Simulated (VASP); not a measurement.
Input of a VASP 6.6.1 run:

INCAR

```
PREC     = Accurate       # precision mode
ENCUT    = 520            # plane-wave cutoff, eV
EDIFF    = 1E-8           # SCF threshold, eV
ISMEAR   = -1             # smearing method
SIGMA    = 0.08           # smearing width, eV
LREAL    = False          # projectors in reciprocal space
LASPH    = True           # aspherical terms in the spheres
NELM     = 100            # most SCF steps
ALGO     = Normal         # electronic algorithm
ISIF     = 2              # what is computed and relaxed
LWAVE    = False          # write WAVECAR
LCHARG   = False          # write CHGCAR
LEFG     = True         
NBANDS   = 31             # bands
```

KPOINTS

```
regular mesh
0
Gamma
  8 8 8
```

POSCAR

```
La3Tl
1.0
    5.0935109104      0.0000000000      0.0000000000
    0.0000000000      5.0935109104      0.0000000000
    0.0000000000      0.0000000000      5.0935109104
La Tl
3 1
Direct
    0.0000000000      0.5000000000      0.5000000000
    0.5000000000      0.0000000000      0.5000000000
    0.5000000000      0.5000000000      0.0000000000
    0.0000000000      0.0000000000      0.0000000000
```

Potentials or basis: VASP PAW LDA potentials, release 64 (La, Tl_d).

Command:

```console
$ cat potpaw_LDA.64/La/POTCAR potpaw_LDA.64/Tl_d/POTCAR > POTCAR
$ mpirun -np 1 vasp_std > vasp.out
```

Q: What does it give for the pressure?

A: -4.3 GPa.

Q: What does it give for the band gap on the k mesh?

A: Zero (bands 23 and 24 overlap by 1.02 eV).

Electric field gradients, principal values (V/Å²):
```csv
atom,least,middle,greatest (by size)
1 La,-60.396,-60.396,120.792
2 La,-60.396,-60.396,120.792
3 La,-60.396,-60.396,120.792
4 Tl,0.000,0.000,0.000
```

Caveat: the cell stands under tension; without QUAD_EFG the Cq values of the log hold for a quadrupole moment of 1 mb, not for the nuclei; spin-orbit coupling is left out, which moves the levels of the heavy elements.
